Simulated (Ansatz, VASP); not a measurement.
# One calculation of MoS2, two programs

File INCAR:

```
  ALGO = Normal
  EDIFF = 1E-7
  ENCUT = 520
  GGA = PE
  ISIF = 2
  ISMEAR = -1
  LASPH = T
  LCHARG = F
  LREAL = F
  LWAVE = F
  NBANDS = 35
  NELM = 60
  PREC = Accurate
  SIGMA = 0.03
```

File KPOINTS:

```
k-points
0
Gamma
  10 10 3
```

Contents of POSCAR:

```
MoS2
1.0
    3.0661715536      0.0000000000      0.0000000000
   -1.5330857768      2.6553824578      0.0000000000
    0.0000000000      0.0000000000     12.2950000000
Mo S
2 4
Direct
    0.3333333333      0.6666666667      0.2500000000
    0.6666666667      0.3333333333      0.7500000000
    0.3333333333      0.6666666667      0.6275000000
    0.6666666667      0.3333333333      0.1275000000
    0.3333333333      0.6666666667      0.8725000000
    0.6666666667      0.3333333333      0.3725000000
```

Input for Ansatz:

```yaml
crystal:
  lattice:
    - [3.0661715536, 0.0, 0.0]
    - [-1.5330857768, 2.6553824578, 0.0]
    - [0.0, 0.0, 12.295]
  atoms:
    - { symbol: Mo, position: [0.3333333333, 0.6666666667, 0.25] }
    - { symbol: Mo, position: [0.6666666667, 0.3333333333, 0.75] }
    - { symbol: S, position: [0.3333333333, 0.6666666667, 0.6275] }
    - { symbol: S, position: [0.6666666667, 0.3333333333, 0.1275] }
    - { symbol: S, position: [0.3333333333, 0.6666666667, 0.8725] }
    - { symbol: S, position: [0.6666666667, 0.3333333333, 0.3725] }
kpoints:
  mp_grid: { grid: [10, 10, 3] }
  band_path:
    path:
      - [0.0, 0.0, 0.0]
      - [0.5, 0.0, 0.0]
      - [0.3333333333, 0.3333333333, 0.0]
      - [0.0, 0.0, 0.0]
      - [0.0, 0.0, 0.5]
      - [0.5, 0.0, 0.5]
      - [0.3333333333, 0.3333333333, 0.5]
      - [0.0, 0.0, 0.5]
      - [0.5, 0.0, 0.5]
    npoints: 5
scf:
  occupations: { method: fermi_dirac, width: 0.03 }
hamiltonian:
  xc: pbe
  pseudopotentials: { kind: all_electron, lapw: { basis_error: 0.001 } }
output:
  forces: true
  stress: true
  eigenvalues: true
```

Change from the starting cell: equal xx and yy strain of -3 %.

Alike in both runs: task single point; functional PBE; k mesh 10 × 10 × 3; occupations fermi-dirac, width 0.03 eV; no spin polarisation.

|  | VASP | Ansatz |
| --- | --- | --- |
| version | VASP 6.6.1 | Ansatz 0.2.0 |
| potentials or method | VASP PAW PBE potentials, release 64 (Mo_sv, S), cutoff 520 eV | all-electron LAPW, scalar-relativistic |

```tsv
	VASP	Ansatz	Ansatz less VASP
pressure (GPa)	20.4	20.7	+0.24
traceless stress, the component that is largest in VASP (GPa)	1.51	1.58	+0.066
rms of the force components (eV/Å)	0.945	0.957	+0.0119
```

Atom by atom the forces differ by 0.012 eV/Å (rms over components). Ansatz ran all-electron here, and VASP with PAW potentials.
